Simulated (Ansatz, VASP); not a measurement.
## Two plane-wave programs on Ge

INCAR

```
PREC = Accurate
ENCUT = 520
EDIFF = 1E-7
ISMEAR = 0
SIGMA = 0.1
LREAL = False
LASPH = True
NELM = 80
ALGO = Normal
ISIF = 2
LWAVE = False
LCHARG = False
LDIPOL = True
IDIPOL = 3
DIPOL = 0.5 0.5 0.387
GGA = PE
IVDW = 12
NBANDS = 36
```

The input KPOINTS:

```
regular mesh
0
Gamma
  9 9 1
```

The input POSCAR:

```
Ge
1.0
    4.0226895355      0.0000000000      0.0000000000
   -2.0113447678      3.4837513293      0.0000000000
    0.0000000000      0.0000000000     18.8685220287
Ge
4
Direct
    0.3333333333      0.6666666667      0.2747571329
    0.6666666667      0.3333333333      0.2384924475
    0.4444444444      1.1111111111      0.5362646853
    0.7777777778      0.7777777778      0.5000000000
```

Input for Ansatz:

```yaml
crystal:
  lattice:
    - [4.0226895355, 0.0, 0.0]
    - [-2.0113447678, 3.4837513293, 0.0]
    - [0.0, 0.0, 18.8685220287]
  atoms:
    - { symbol: Ge, position: [0.3333333333, 0.6666666667, 0.2747571329] }
    - { symbol: Ge, position: [0.6666666667, 0.3333333333, 0.2384924475] }
    - { symbol: Ge, position: [0.4444444444, 1.1111111111, 0.5362646853] }
    - { symbol: Ge, position: [0.7777777778, 0.7777777778, 0.5] }
basis:
  ecutwfc: 420
kpoints:
  mp_grid: { grid: [9, 9, 1] }
hamiltonian:
  xc: pbe
  pseudopotentials: { kind: paw, azcp: { folder: soft_1 } }
  dispersion: d3bj
scf:
  occupations: { method: gaussian, width: 0.1 }
output:
  forces: true
  eigenvalues: true
efield:
  axis: 3
  dipole_correction: true
  ramp_width: 0.04
```

Alike in both runs: task single point; functional PBE; dispersion D3(BJ); k mesh 9 × 9 × 1; occupations gaussian, width 0.1 eV; no spin polarisation.

```csv
,VASP,Ansatz
version,VASP 6.6.1,Ansatz 0.2.0
potentials or method,"VASP PAW PBE potentials, release 64 (Ge_d), cutoff 520 eV","scalar-relativistic, plane waves, PAW"
valence electrons in the cell,56,56
```

```tsv
	VASP	Ansatz	Ansatz less VASP
gap on the k mesh at the Fermi level (eV)	0.19	0.19	0.000
least direct gap on the mesh (eV)	0.19	0.19	0.000
rms of the force components (eV/Å)	0.047	0.047	+0.0003
```

Atom by atom the forces differ by 0.001 eV/Å (rms over components).
